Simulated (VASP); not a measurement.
# Ge (Fd-3m) in VASP: single point with PBE

Aim: the single point of Ge with PBE.

All numbers are computed with VASP 6.6.1; they aren't measurements. Logs are shortened: lines on timing, memory, paths and dates and some standing lists are left out, and cuts for length are marked.

**Measured values to compare with.**

“Temperature-dependent photoluminescence in Ge: experiment and theory”, 2020, arxiv:2003.00143 reports, for a bulk crystal of Ge at 0 K: band gap 0.744 eV (indirect).

The runs below are set against these values where they give the same quantity.

### Step 1. The cell of the first run

The structure is cubic, space group Fd-3m (No. 227). The conventional cell has a = 5.762 Å, b = 5.762 Å, c = 5.762 Å, α = 90.00°, β = 90.00°, γ = 90.00°. Within 3.3 Å of Ge (site symmetry -43m) lie 4 Ge at 2.49 Å.

### Step 2. Single point, PBE

File INCAR:

```
SYSTEM = Ge
  PREC = Accurate
  ENCUT = 520
  EDIFF = 1E-6
  ISMEAR = 0
  SIGMA = 0.1
  LREAL = .False.
  LASPH = .True.
  NELM = 60
  ALGO = Normal
  ISIF = 2
  LWAVE = .False.
  LCHARG = .False.
  GGA = PE
  NBANDS = 21
```

File KPOINTS:

```
Automatic mesh
0
Gamma
  14 14 14
  0 0 0
```

File POSCAR:

```
Ge
1.0
    0.0000000000      2.8807913954      2.8807913954
    2.8807913954      0.0000000000      2.8807913954
    2.8807913954      2.8807913954      0.0000000000
Ge
2
Direct
    0.5000000000      0.5000000000      0.5000000000
    0.7500000000      0.7500000000      0.7500000000
```

Potentials or basis: VASP PAW PBE potentials, release 64 (Ge_d).

On the command line:

```console
$ cat potpaw_PBE.64/Ge_d/POTCAR > POTCAR
$ mpirun -np 1 vasp_std > vasp.out
```

OUTCAR:

```text
SYSTEM = Ge
   PREC = Accurate
   ENCUT = 520
   EDIFF = 1E-6
   ISMEAR = 0
   LREAL = .False.
   LASPH = .True.
   NELM = 60
   ISIF = 2
   GGA = PE

 ion  position               nearest neighbor table
   1  0.500  0.500  0.500-   2 2.49   2 2.49   2 2.49   2 2.49
   2  0.750  0.750  0.750-   1 2.49   1 2.49   1 2.49   1 2.49

  LATTYP: Found a face centered cubic cell.
 ALAT       =     5.7615827908

  Lattice vectors:

 A1 = (   0.0000000000,   2.8807913954,   2.8807913954)
 A2 = (   2.8807913954,   0.0000000000,   2.8807913954)
 A3 = (   2.8807913954,   2.8807913954,   0.0000000000)

Analysis of symmetry for initial positions (statically):
=====================================================================
 Subroutine PRICEL returns:
 Original cell was already a primitive cell.

 Routine SETGRP: Setting up the symmetry group for a
 face centered cubic supercell.

 Subroutine GETGRP returns: Found 48 space group operations
 (whereof 24 operations were pure point group operations)
 out of a pool of 48 trial point group operations.

The static configuration has the point symmetry T_d .
 The point group associated with its full space group is O_h .

Analysis of symmetry for dynamics (positions and initial velocities):
=====================================================================
 Subroutine PRICEL returns:
 Original cell was already a primitive cell.

 Routine SETGRP: Setting up the symmetry group for a
 face centered cubic supercell.

 Subroutine GETGRP returns: Found 48 space group operations
 (whereof 24 operations were pure point group operations)
 out of a pool of 48 trial point group operations.

The dynamic configuration has the point symmetry T_d .
 The point group associated with its full space group is O_h .

 Subroutine INISYM returns: Found 48 space group operations
 (whereof 24 operations are pure point group operations),
 and found     1 'primitive' translations

----------------------------------------------------------------------------------------

                                     Primitive cell

  volume of cell :      47.8151

  direct lattice vectors                    reciprocal lattice vectors
     0.000000000  2.880791395  2.880791395    -0.173563418  0.173563418  0.173563418
     2.880791395  0.000000000  2.880791395     0.173563418 -0.173563418  0.173563418
     2.880791395  2.880791395  0.000000000     0.173563418  0.173563418 -0.173563418

  length of vectors
     4.074054262  4.074054262  4.074054262     0.300620658  0.300620658  0.300620658

  position of ions in fractional coordinates (direct lattice)
     0.500000000  0.500000000  0.500000000
     0.750000000  0.750000000  0.750000000

  ion indices of the primitive-cell ions
   primitive index   ion index
                 1           1
                 2           2

----------------------------------------------------------------------------------------

 KPOINTS: Automatic mesh

Automatic generation of k-mesh.
 Grid dimensions read from file:
 generate k-points for:   14   14   14

 Generating k-lattice:

  Cartesian coordinates                     Fractional coordinates (reciprocal lattice)
    -0.012397387  0.012397387  0.012397387     0.071428571  0.000000000  0.000000000
     0.012397387 -0.012397387  0.012397387     0.000000000  0.071428571  0.000000000
     0.012397387  0.012397387 -0.012397387     0.000000000  0.000000000  0.071428571

  Length of vectors
     0.021472904  0.021472904  0.021472904

  Shift w.r.t. Gamma in fractional coordinates (k-lattice)
     0.000000000  0.000000000  0.000000000

 Subroutine IBZKPT returns following result:
 ===========================================

 Found    104 irreducible k-points:

 Following reciprocal coordinates:
            Coordinates               Weight
  0.000000  0.000000  0.000000      1.000000
  0.071429  0.000000  0.000000      8.000000
  0.142857  0.000000  0.000000      8.000000
  0.214286  0.000000  0.000000      8.000000
  0.285714  0.000000  0.000000      8.000000
  0.357143  0.000000  0.000000      8.000000
[... 16 lines left out ...]
  0.214286  0.142857  0.000000     24.000000
  0.285714  0.142857  0.000000     24.000000
 [... further k-points ...]
   k-points           NKPTS =    104   k-points in BZ     NKDIM =    104   number of bands    NBANDS=     21
   number of dos      NEDOS =    301   number of ions     NIONS =      2
   total plane-waves  NPLWV =  27000
   dimension x,y,z NGX =    30 NGY =   30 NGZ =   30
   dimension x,y,z NGXF=    60 NGYF=   60 NGZF=   60
   ions per type =               2
   NGX,Y,Z   is equivalent  to a cutoff of  12.24, 12.24, 12.24 a.u.
   NGXF,Y,Z  is equivalent  to a cutoff of  24.48, 24.48, 24.48 a.u.
 SYSTEM =  Ge
   PREC   = accura    normal or accurate (medium, high low for compatibility)
   ISTART =      0    job   : 0-new  1-cont  2-samecut
   ICHARG =      2    charge: 1-file 2-atom 10-const
   ISPIN  =      1    spin polarized calculation?
   LNONCOLLINEAR =      F non collinear calculations
   LSORBIT =      F    spin-orbit coupling
   LASPH  =      T    aspherical Exc in radial PAW
   ENCUT  =  520.0 eV  38.22 Ry    6.18 a.u.   7.58  7.58  7.58*2*pi/ulx,y,z
   NELM   =     60;   NELMIN=  2; NELMDL= -5     # of ELM steps
   EDIFF  = 0.1E-05   stopping-criterion for ELM
   LREAL  =      F    real-space projection
   EDIFFG = 0.1E-04   stopping-criterion for IOM
   NSW    =      0    number of steps for IOM
   IBRION =     -1    ionic relax: 0-MD 1-quasi-New 2-CG
   NFREE  =      0    steps in history (QN), initial steepest desc. (CG)
   ISIF   =      2    stress and relaxation
   ISYM   =      2    0-nonsym 1-usesym 2-fastsym
   POTIM  = 0.5000    time-step for ionic-motion
   TEBEG  =    0.0;   TEEND  =   0.0 temperature during run
   PSTRESS=    0.0 pullay stress
   NELECT =      28.0000    total number of electrons
   NUPDOWN=      -1.0000    fix difference up-down
   EMIN   =  10.00;   EMAX   =-10.00  energy-range for DOS
   EFERMI =   0.00;   METHOD = LEGACY
   ISMEAR =     0;   SIGMA  =   0.10  broadening in eV -4-tet -1-fermi 0-gaus
   EFERMI_NEDOS =   21; number of points for ismear=-14 and -15
   IALGO  =     38    algorithm
   IMIX   =      4    mixing-type and parameters
     AMIX     =   0.40;   BMIX     =  1.00
     AMIX_MAG =   1.60;   BMIX_MAG =  1.00
  volume/ion in A,a.u.               =      23.91       161.34
  Fermi-wavevector in a.u.,A,eV,Ry     =   1.369638  2.588240 25.523270  1.875907
  Thomas-Fermi vector in A             =   2.495495
   LORBIT       =      0    0 simple, 1 ext, 2 COOP (PROOUT), +10 PAW based schemes
   GGA     = PE    functional components
   LHFCALC =     F    Hartree Fock is set to
   AEXX    =    0.0000 exact exchange contribution
   IVDW    =     0    specifies the selected vdW correction
   LEPSILON=     F    determine dielectric tensor
   LRPA    =     F    only Hartree local field effects (RPA)
 non-spin polarized calculation
 Gauss-broadening in eV      SIGMA  =   0.10
  energy-cutoff  :      520.00
  volume of cell :       47.82
 maximum number of plane-waves:      1308
   NGX = 15   NGY = 15   NGZ = 15

 number of electron      27.9999979 magnetization

 Free energy of the ion-electron system (eV)
  ---------------------------------------------------
  ext. energy  EPLUGINS =         0.00000000
  ---------------------------------------------------
  free energy    TOTEN  =        -9.03689121 eV

  energy without entropy =       -9.03647285  energy(sigma->0) =       -9.03668203

 E-fermi :   4.4665     XC(G=0):  -9.6691

 val. band max:        4.3614701991   @ k =  -0.0714   0.0714   0.0000
 cond. band min:       4.4749892168   @ k =   0.0000   0.0000   0.0000
 fundamental gap:      0.1135190177
 Fermi energy:         4.4664644863

 k-point     1 :       0.0000    0.0000    0.0000
  band No.  band energies     occupation
      1     -20.2705      2.00000
      2     -20.2705      2.00000
      3     -20.2705      2.00000
      4     -20.2384      2.00000
      5     -20.2384      2.00000
      6     -20.0555      2.00000
[... 13 lines left out ...]
     20      13.8133      0.00000
     21      13.8133      0.00000

 k-point     2 :       0.0714    0.0000    0.0000
  band No.  band energies     occupation
      1     -20.2733      2.00000
      2     -20.2733      2.00000
      3     -20.2698      2.00000
      4     -20.2346      2.00000
      5     -20.2346      2.00000
      6     -20.0608      2.00000
[... 13 lines left out ...]
     20      13.3847      0.00000
     21      13.3847      0.00000

 k-point     3 :       0.1429    0.0000    0.0000
  band No.  band energies     occupation
      1     -20.2788      2.00000
      2     -20.2788      2.00000
      3     -20.2677      2.00000
      4     -20.2265      2.00000
      5     -20.2265      2.00000
      6     -20.0688      2.00000
[... 13 lines left out ...]
     20      12.8644      0.00000
     21      12.8644      0.00000

 k-point     4 :       0.2143    0.0000    0.0000
  band No.  band energies     occupation
      1     -20.2841      2.00000
      2     -20.2841      2.00000
      3     -20.2646      2.00000
      4     -20.2178      2.00000
      5     -20.2178      2.00000
      6     -20.0761      2.00000
[... 13 lines left out ...]
     20      12.6608      0.00000
     21      12.6608      0.00000

 k-point     5 :       0.2857    0.0000    0.0000
  band No.  band energies     occupation
      1     -20.2880      2.00000
      2     -20.2880      2.00000
      3     -20.2611      2.00000
      4     -20.2105      2.00000
      5     -20.2105      2.00000
      6     -20.0817      2.00000
[... 13 lines left out ...]
     20      12.9026      0.00000
     21      12.9026      0.00000

 k-point     6 :       0.3571    0.0000    0.0000
  band No.  band energies     occupation
      1     -20.2904      2.00000
      2     -20.2904      2.00000
      3     -20.2579      2.00000
      4     -20.2056      2.00000
      5     -20.2056      2.00000
      6     -20.0852      2.00000
[... 13 lines left out ...]
     20      13.5871      0.00000
     21      13.5871      0.00000

 k-point     7 :       0.4286    0.0000    0.0000
  band No.  band energies     occupation
      1     -20.2916      2.00000
      2     -20.2916      2.00000
      3     -20.2556      2.00000
      4     -20.2029      2.00000
      5     -20.2029      2.00000
      6     -20.0869      2.00000
[... 13 lines left out ...]
     20      14.5885      0.00000
     21      14.5885      0.00000
[... 291 lines left out ...]
      1     -20.2842      2.00000
      2     -20.2793      2.00000
      3     -20.2667      2.00000
      4     -20.2246      2.00000
      5     -20.2179      2.00000
      6     -20.0793      2.00000
[... 13 lines left out ...]
     20      12.3332      0.00000
     21      12.9991      0.00000

 k-point    21 :      -0.0714    0.0714    0.0000
  band No.  band energies     occupation
      1     -20.2784      2.00000
      2     -20.2741      2.00000
      3     -20.2699      2.00000
      4     -20.2316      2.00000
      5     -20.2274      2.00000
      6     -20.0702      2.00000
[... 13 lines left out ...]
     20      12.7018      0.00000
     21      13.2396      0.00000

 k-point    22 :       0.1429    0.1429    0.0000
  band No.  band energies     occupation
      1     -20.2772      2.00000
      2     -20.2769      2.00000
      3     -20.2769      2.00000
      4     -20.2285      2.00000
      5     -20.2134      2.00000
      6     -20.0917      2.00000
[... 13 lines left out ...]
     20      12.2387      0.00000
     21      14.1499      0.00000

 k-point    23 :       0.2143    0.1429    0.0000
  band No.  band energies     occupation
      1     -20.2847      2.00000
      2     -20.2807      2.00000
      3     -20.2722      2.00000
      4     -20.2220      2.00000
      5     -20.2031      2.00000
      6     -20.1029      2.00000
[... 13 lines left out ...]
     20      12.9801      0.00000
     21      14.0857      0.00000

 k-point    24 :       0.2857    0.1429    0.0000
  band No.  band energies     occupation
      1     -20.2919      2.00000
      2     -20.2850      2.00000
      3     -20.2651      2.00000
      4     -20.2140      2.00000
      5     -20.1939      2.00000
      6     -20.1116      2.00000
[... 13 lines left out ...]
     20      13.5950      0.00000
     21      14.1233      0.00000

 [... further k-points ...]

------------------------ aborting loop because EDIFF is reached ----------------------------------------

  FORCE on cell =-STRESS in cart. coord.  units (eV):
  Direction    XX          YY          ZZ          XY          YZ          ZX
  --------------------------------------------------------------------------------------
  -------------------------------------------------------------------------------------
  Total       -0.0343367     -0.0343367     -0.0343367      0.0000000      0.0000000      0.0000000
  in kB       -1.1505464     -1.1505464     -1.1505464      0.0000000      0.0000000      0.0000000
  external PRESSURE =      -1.1505464 kB  Pullay stress =       0.0000000 kB

 VOLUME and BASIS-vectors are now :
 -----------------------------------------------------------------------------
  energy-cutoff  :      520.00
  volume of cell :       47.82
      direct lattice vectors                 reciprocal lattice vectors
     0.000000000  2.880791395  2.880791395    -0.173563418  0.173563418  0.173563418
     2.880791395  0.000000000  2.880791395     0.173563418 -0.173563418  0.173563418
     2.880791395  2.880791395  0.000000000     0.173563418  0.173563418 -0.173563418

 POSITION                                       TOTAL-FORCE (eV/Angst)
 -----------------------------------------------------------------------------------
      2.88079      2.88079      2.88079         0.000000      0.000000      0.000000
      4.32119      4.32119      4.32119        -0.000000     -0.000000     -0.000000
 -----------------------------------------------------------------------------------
    total drift:                                0.000000     -0.000000     -0.000000

  FREE ENERGIE OF THE ION-ELECTRON SYSTEM (eV)
  ---------------------------------------------------
  free  energy   TOTEN  =        -9.0368912107 eV

  energy  without entropy=       -9.0364728481  energy(sigma->0) =       -9.03668203
```

Wall time 37 s (1 thread of Intel Xeon 6975P-C (Granite Rapids), shared host); peak memory 0.22 GiB.

What came out:

```
Free energy            : -9.0369 eV
Pressure               : -0.1 GPa
Band gap on the k mesh : zero (filled and empty bands touch)
```

Levels at points of the mesh, in eV from the Fermi level:
| k point | band 10 | band 11 | band 12 | band 13 | band 14 | band 15 | band 16 | band 17 | band 18 | band 19 |
| --- | --- | --- | --- | --- | --- | --- | --- | --- | --- | --- |
| (0.00, 0.00, 0.00) | -24.51 | -12.36 | -0.45 | 0.01 | 0.01 | 0.01 | 2.54 | 2.54 | 2.54 | 6.30 |
| (0.50, 0.00, 0.00) | -24.49 | -10.40 | -7.35 | -1.31 | -1.31 | 0.03 | 3.73 | 3.73 | 7.11 | 10.23 |
| (0.50, 0.50, 0.00) | -24.48 | -8.68 | -8.68 | -2.88 | -2.88 | 0.83 | 0.83 | 9.08 | 9.08 | 11.08 |

### Step 3. How close it comes

Step 2. A measured gap of Ge is 0.744 eV (indirect; 0 K; “Temperature-dependent photoluminescence in Ge: experiment and theory”, 2020, arxiv:2003.00143); the calculated 0.00 eV misses it by -0.74 eV. 3 values of this kind are on record (0.666 to 0.807 eV); this one was drawn at random among those near their median. Spin-orbit coupling on Ge is left out. The value is that of PBE on a finite k mesh, which can miss the band edges, without temperature or zero-point motion. Semilocal functionals fall short of measured gaps as a rule.
